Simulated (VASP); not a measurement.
# Au in VASP: notebook, part 2 of 2

VASP 6.6.1. Earlier steps stand in the parts before.

### Step 3. Single point, PBEsol (atoms taken out)

Contents of INCAR:

```
PREC = Accurate ; ENCUT = 520
EDIFF = 1E-6 ; ISMEAR = 0
SIGMA = 0.1 ; LREAL = F
LASPH = T ; NELM = 100
ALGO = Normal ; ISIF = 2
LWAVE = F ; LCHARG = F
LDIPOL = T ; IDIPOL = 3
DIPOL = 0.5 0.5 0.500 ; GGA = PS
NBANDS = 36
```

Contents of KPOINTS:

```
regular mesh
0
Gamma
  14 14 1
```

Contents of POSCAR:

```
Au
1.0
    2.8200300622      0.0000000000      0.0000000000
   -1.4100150311      2.5170030989      0.0000000000
    0.0000000000      0.0000000000     24.6013551323
Au
5
Direct
    0.3361360490      0.6722720980      0.3048612550
    0.6638639510      0.3277279020      0.4024306275
    0.3361360490      0.6722720980      0.5000000000
    0.6638639510      0.3277279020      0.5975693725
    0.3361360490      0.6722720980      0.6951387450
```

Potentials or basis: VASP PAW PBE potentials, release 64 (Au).

Run with:

```
> cat potpaw_PBE.64/Au/POTCAR > POTCAR
> mpirun -np 1 vasp_std > vasp.out
```

OUTCAR:

```text
PREC = Accurate
   ENCUT = 520
   EDIFF = 1E-6
   ISMEAR = 0
   LREAL = F
   LASPH = T
   NELM = 100
   ISIF = 2
   GGA = PS

 ion  position               nearest neighbor table
   1  0.336  0.672  0.305-   2 2.91   2 2.92   2 2.92
   2  0.664  0.328  0.402-   3 2.91   1 2.91   3 2.92   3 2.92   1 2.92   1 2.92
   3  0.336  0.672  0.500-   2 2.91   4 2.91   2 2.92   4 2.92   2 2.92   4 2.92
   4  0.664  0.328  0.598-   3 2.91   5 2.91   3 2.92   3 2.92   5 2.92   5 2.92
   5  0.336  0.672  0.695-   4 2.91   4 2.92   4 2.92

  LATTYP: Found a base centered orthorhombic cell.
 ALAT       =     2.8200300622
 B/A-ratio  =     1.7850895511
 C/A-ratio  =     8.7237918000

  Lattice vectors:

 A1 = (   1.4100150311,  -2.5170030989,   0.0000000000)
 A2 = (   1.4100150311,   2.5170030989,   0.0000000000)
 A3 = (   0.0000000000,   0.0000000000,  24.6013551323)

Analysis of symmetry for initial positions (statically):
=====================================================================
 Subroutine PRICEL returns:
 Original cell was already a primitive cell.

 Routine SETGRP: Setting up the symmetry group for a
 base centered orthorhombic supercell.

 Subroutine GETGRP returns: Found  4 space group operations
 (whereof  4 operations were pure point group operations)
 out of a pool of  8 trial point group operations.

The static configuration has the point symmetry C_2v.

Analysis of symmetry for dynamics (positions and initial velocities):
=====================================================================
 Subroutine PRICEL returns:
 Original cell was already a primitive cell.

 Routine SETGRP: Setting up the symmetry group for a
 base centered orthorhombic supercell.

 Subroutine GETGRP returns: Found  4 space group operations
 (whereof  4 operations were pure point group operations)
 out of a pool of  8 trial point group operations.

[... 131 lines left out ...]
   GGA     = PS    functional components
   LHFCALC =     F    Hartree Fock is set to
   AEXX    =    0.0000 exact exchange contribution
   IVDW    =     0    specifies the selected vdW correction
   LEPSILON=     F    determine dielectric tensor
   LRPA    =     F    only Hartree local field effects (RPA)
 non-spin polarized calculation
 Gauss-broadening in eV      SIGMA  =   0.10
  energy-cutoff  :      520.00
  volume of cell :      174.62
 maximum number of plane-waves:      4765
 NGX is ok and might be reduce to    24

 dipolmoment           0.000000      0.000000      0.000000 electrons x Angstroem

 number of electron      54.9999998 magnetization

 dipolmoment           0.000000      0.000000     -0.000000 electrons x Angstroem

 Free energy of the ion-electron system (eV)
  ---------------------------------------------------
  ext. energy  EPLUGINS =         0.00000000
  ---------------------------------------------------
  free energy    TOTEN  =       -18.72978691 eV

  energy without entropy =      -18.71707199  energy(sigma->0) =      -18.72342945

 E-fermi :   1.7026     XC(G=0):  -6.9205

 val. band max:        1.6649210707   @ k =   0.0714   0.2857   0.0000
 cond. band min:       1.7034035277   @ k =   0.0714   0.4286   0.0000
 fundamental gap:      0.0384824570
 Fermi energy:         1.7025668708

 k-point     1 :       0.0000    0.0000    0.0000
  band No.  band energies     occupation
      1      -7.8645      2.00000
      2      -7.0586      2.00000
      3      -6.0814      2.00000
      4      -5.5240      2.00000
      5      -5.5149      2.00000
      6      -3.1422      2.00000
[... 925 lines left out ...]
     35      10.0845      0.00000
     36      10.2358      0.00000

 [... further k-points ...]

------------------------ aborting loop because EDIFF is reached ----------------------------------------

 vacuum level on the upper side and lower side of the slab       (xc-potential included)        -0.009        -0.009

  FORCE on cell =-STRESS in cart. coord.  units (eV):
  Direction    XX          YY          ZZ          XY          YZ          ZX
  --------------------------------------------------------------------------------------
  -------------------------------------------------------------------------------------
  Total       -2.3755024     -3.0818072      0.1053157      0.0000000      0.0000000      0.0000000
  in kB      -21.7956351    -28.2761009      0.9662897      0.0000000      0.0000000      0.0000000
  external PRESSURE =     -16.3684821 kB  Pullay stress =       0.0000000 kB

 VOLUME and BASIS-vectors are now :
 -----------------------------------------------------------------------------
  energy-cutoff  :      520.00
  volume of cell :      174.62
      direct lattice vectors                 reciprocal lattice vectors
     2.820030062  0.000000000  0.000000000     0.354606149  0.198648941  0.000000000
    -1.410015031  2.517003099  0.000000000     0.000000000  0.397297882  0.000000000
     0.000000000  0.000000000 24.601355132     0.000000000  0.000000000  0.040648167

 POSITION                                       TOTAL-FORCE (eV/Angst)
 -----------------------------------------------------------------------------------
     -0.00000      1.69211      7.50000        -0.000000      0.000301     -0.071069
      1.41002      0.82489      9.90034         0.000000      0.003204      0.107198
     -0.00000      1.69211     12.30068        -0.000000     -0.007009      0.000000
      1.41002      0.82489     14.70102         0.000000      0.003204     -0.107198
     -0.00000      1.69211     17.10136        -0.000000      0.000301      0.071069
 -----------------------------------------------------------------------------------
    total drift:                                0.000000      0.000032     -0.000000

  FREE ENERGIE OF THE ION-ELECTRON SYSTEM (eV)
  ---------------------------------------------------
  free  energy   TOTEN  =       -18.7297869123 eV

  energy  without entropy=      -18.7170719930  energy(sigma->0) =      -18.72342945

 vacuum level on the upper side and lower side of the slab         7.088         7.088
```

stdout:

```text
POSCAR found type information on POSCAR Au
 POSCAR found :  1 types and       5 ions
 scaLAPACK will be used
 -----------------------------------------------------------------------------
|                                                                             |
|                                                                             |
|     You enforced a specific xc type in the INCAR file but a different       |
|     I HOPE YOU KNOW WHAT YOU ARE DOING!                                     |
|                                                                             |
 -----------------------------------------------------------------------------

 LDA part: xc-table for (Slater+PW92), standard interpolation
 POSCAR, INCAR and KPOINTS ok, starting setup
 FFT: planning ... GRIDC
 FFT: planning ... GRID_SOFT
 FFT: planning ... GRID
 WAVECAR not read
 entering main loop
```

It took 3.5 min on 1 thread of Intel Xeon 6975P-C (Granite Rapids), shared host; peak memory 0.47 GiB.

What came out:

| Quantity | Value |
| --- | --- |
| Free energy | -18.7298 eV |
| Largest force | 0.107 eV/Å |
| Band gap on the k mesh | zero (an odd number of electrons rules out a gap without spin polarisation) |

Forces in eV/Å, atoms in the order of the input:
```
Au   0.000  0.000 -0.071
Au   0.000  0.003  0.107
Au   0.000 -0.007  0.000
Au   0.000  0.003 -0.107
Au   0.000  0.000  0.071
```

Levels at points of the mesh, in eV from the Fermi level:
```
           k point  band 25  band 26  band 27  band 28  band 29  band 30  band 31  band 32
(0.00, 0.00, 0.00)    -2.33    -2.09    -2.04    -2.03    -2.02    -0.98    -0.07     4.36
(0.50, 0.00, 0.00)    -1.32     0.33     0.36     0.99     1.59     1.76     4.06     4.29
(0.00, 0.50, 0.00)    -1.38     0.16     0.18     0.72     1.26     1.41     3.68     3.90
```

Caveat: the cell differs from its parent crystal (atoms taken out); the PAW data sets were made with another functional, which shifts forces and pressure a little; spin-orbit coupling is left out, which moves the levels of the heavy elements.

### Step 4. Single point, PBEsol

This run uses another cell than the first one: it holds 7 atoms, not 3.

Contents of INCAR:

```
PREC     = Accurate       # precision mode
ENCUT    = 520            # plane-wave cutoff, eV
EDIFF    = 1E-6           # SCF threshold, eV
ISMEAR   = 0              # smearing method
SIGMA    = 0.1            # smearing width, eV
LREAL    = False          # projectors in reciprocal space
LASPH    = True           # aspherical terms in the spheres
NELM     = 60             # most SCF steps
ALGO     = Normal         # electronic algorithm
ISIF     = 2              # what is computed and relaxed
LWAVE    = False          # write WAVECAR
LCHARG   = False          # write CHGCAR
LDIPOL   = True         
IDIPOL   = 3            
DIPOL    = 0.5 0.5 0.500
GGA      = PS             # functional
NBANDS   = 48             # bands
```

Contents of KPOINTS:

```
Automatic mesh
0
Gamma
  14 14 1
```

Contents of POSCAR:

```
Au
1.0
    2.8200300622      0.0000000000      0.0000000000
   -1.4100150311      2.5170030989      0.0000000000
    0.0000000000      0.0000000000     29.4020326985
Au
7
Direct
    0.3361360490      0.6722720980      0.2550844044
    0.6638639510      0.3277279020      0.3367229363
    0.3361360490      0.6722720980      0.4183614681
    0.6638639510      0.3277279020      0.5000000000
    0.3361360490      0.6722720980      0.5816385319
    0.6638639510      0.3277279020      0.6632770637
    0.3361360490      0.6722720980      0.7449155956
```

Potentials or basis: VASP PAW PBE potentials, release 64 (Au).

Run with:

```
> cat potpaw_PBE.64/Au/POTCAR > POTCAR
> mpirun -np 1 vasp_std > vasp.out
```

OUTCAR:

```text
PREC = Accurate
   ENCUT = 520
   EDIFF = 1E-6
   ISMEAR = 0
   LREAL = False
   LASPH = True
   NELM = 60
   ISIF = 2
   GGA = PS

 ion  position               nearest neighbor table
   1  0.336  0.672  0.255-   2 2.91   2 2.92   2 2.92
   2  0.664  0.328  0.337-   3 2.91   1 2.91   3 2.92   3 2.92   1 2.92   1 2.92
   3  0.336  0.672  0.418-   2 2.91   4 2.91   2 2.92   2 2.92   4 2.92   4 2.92
   4  0.664  0.328  0.500-   3 2.91   5 2.91   3 2.92   5 2.92   3 2.92   5 2.92
   5  0.336  0.672  0.582-   6 2.91   4 2.91   6 2.92   6 2.92   4 2.92   4 2.92
   6  0.664  0.328  0.663-   5 2.91   7 2.91   5 2.92   5 2.92   7 2.92   7 2.92
   7  0.336  0.672  0.745-   6 2.91   6 2.92   6 2.92

  LATTYP: Found a base centered orthorhombic cell.
 ALAT       =     2.8200300622
 B/A-ratio  =     1.7850895511
[... 1438 lines left out ...]
  external PRESSURE =     -14.2131224 kB  Pullay stress =       0.0000000 kB

 VOLUME and BASIS-vectors are now :
 -----------------------------------------------------------------------------
  energy-cutoff  :      520.00
  volume of cell :      208.70
      direct lattice vectors                 reciprocal lattice vectors
     2.820030062  0.000000000  0.000000000     0.354606149  0.198648941  0.000000000
    -1.410015031  2.517003099  0.000000000     0.000000000  0.397297882  0.000000000
     0.000000000  0.000000000 29.402032699     0.000000000  0.000000000  0.034011254

 POSITION                                       TOTAL-FORCE (eV/Angst)
 -----------------------------------------------------------------------------------
     -0.00000      1.69211      7.50000         0.000000     -0.001197     -0.041864
      1.41002      0.82489      9.90034        -0.000000      0.001764      0.105390
     -0.00000      1.69211     12.30068         0.000000     -0.002208     -0.031719
      1.41002      0.82489     14.70102        -0.000000      0.003282      0.000000
     -0.00000      1.69211     17.10136         0.000000     -0.002208      0.031719
      1.41002      0.82489     19.50169        -0.000000      0.001764     -0.105390
     -0.00000      1.69211     21.90203         0.000000     -0.001197      0.041864
 -----------------------------------------------------------------------------------
    total drift:                                0.000000     -0.000013     -0.000000

  FREE ENERGIE OF THE ION-ELECTRON SYSTEM (eV)
  ---------------------------------------------------
  free  energy   TOTEN  =       -26.5733423318 eV

  energy  without entropy=      -26.5603818808  energy(sigma->0) =      -26.56686211

 vacuum level on the upper side and lower side of the slab         8.276         8.276
```

It took 6.7 min on 1 thread of Intel Xeon 6975P-C (Granite Rapids), shared host; peak memory 0.6 GiB.

Results:

```
Free energy            : -26.5733 eV
Largest force          : 0.105 eV/Å
Band gap on the k mesh : zero (an odd number of electrons rules out a gap without spin polarisation)
```

Forces on the atoms (eV/Å):
```
Au   0.000 -0.001 -0.042
Au   0.000  0.002  0.105
Au   0.000 -0.002 -0.032
Au   0.000  0.003  0.000
Au   0.000 -0.002  0.032
Au   0.000  0.002 -0.105
Au   0.000 -0.001  0.042
```

Caveat: the PAW data sets were made with another functional, which shifts forces and pressure a little; spin-orbit coupling is left out, which moves the levels of the heavy elements.

### Step 5. The runs side by side

```tsv
cell	gap on the mesh (eV)	largest force (eV/Å)
a = 2.820, b = 2.885, c = 19.801 Å, angles 90.0, 90.0, 119.3°, 3 atoms, atomic positions A	none	0.02
a = 2.820, b = 2.885, c = 24.601 Å, angles 90.0, 90.0, 119.3°, 5 atoms, atomic positions B	none	0.11
a = 2.820, b = 2.885, c = 29.402 Å, angles 90.0, 90.0, 119.3°, 7 atoms, atomic positions C	none	0.11
```

Alike in all rows: task single point; level PBEsol; potentials or basis VASP PAW PBE potentials, release 64 (Au); no spin polarisation; k mesh 14 × 14 × 1; cutoff (eV) 520; smearing gaussian 0.1 eV.

Caveats: the PAW data sets were made with another functional, which shifts forces and pressure a little; spin-orbit coupling is left out, which moves the levels of the heavy elements.

Total energies depend on the potentials used, so only differences within one code and one set of settings carry meaning.

The gap in the log of VASP goes by the Fermi energy; the results here count the filled bands.